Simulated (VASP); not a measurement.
Here is a VASP 6.6.1 calculation.

Contents of POSCAR:

```
HfC
1.0
    3.3428660000      0.0000000000      0.0000000000
   -1.6714330000      2.8950070000      0.0000000000
    0.0000000000      0.0000000000      5.2027140000
Hf C
2 2
Direct
    0.6666666667      0.3333333333      0.7500000000
    0.3333333333      0.6666666667      0.2500000000
    0.0000000000      0.0000000000      0.0000000000
    0.0000000000      0.0000000000      0.5000000000
```

File INCAR.step1:

```
PREC = Accurate
ENCUT = 520
ISMEAR = 1
SIGMA = 0.15
LREAL = F
LASPH = T
NELM = 80
NBANDS = 22
GGA = PE
ALGO = Normal
EDIFF = 1E-4
LWAVE = T
LCHARG = F
```

The input INCAR.step2:

```
PREC = Accurate
ENCUT = 520
EDIFF = 1E-6
ISMEAR = 1
SIGMA = 0.15
LREAL = F
LASPH = T
NELM = 80
ALGO = Normal
ISIF = 2
LWAVE = F
LCHARG = T
METAGGA = R2SCAN
LMIXTAU = T
LELF = T
LVHAR = T
NBANDS = 22
ISTART = 1
```

The input KPOINTS:

```
regular mesh
0
Gamma
  9 9 5
```

Potentials or basis: VASP PAW PBE potentials, release 64 (Hf_pv, C).

Command:

```console
$ cat potpaw_PBE.64/Hf_pv/POTCAR potpaw_PBE.64/C/POTCAR > POTCAR
$ cp INCAR.step1 INCAR
$ mpirun -np 1 vasp_std > vasp.out
$ cp INCAR.step2 INCAR
$ mpirun -np 1 vasp_std > vasp.out
```

Task: What does it give for the pressure?

Result: -3.8 GPa.

Task: Estimate the band gap on the k mesh.

Result: Zero (band 14 reaches 7.66 eV, above the bottom of band 15 at 6.35 eV).

Stress tensor (GPa, compression positive):
```
-5.84  0.00  0.00
 0.00 -5.84  0.00
 0.00  0.00  0.18
```

Caveat: the PAW data sets were made with another functional, which shifts forces and pressure a little; spin-orbit coupling is left out, which moves the levels of the heavy elements.
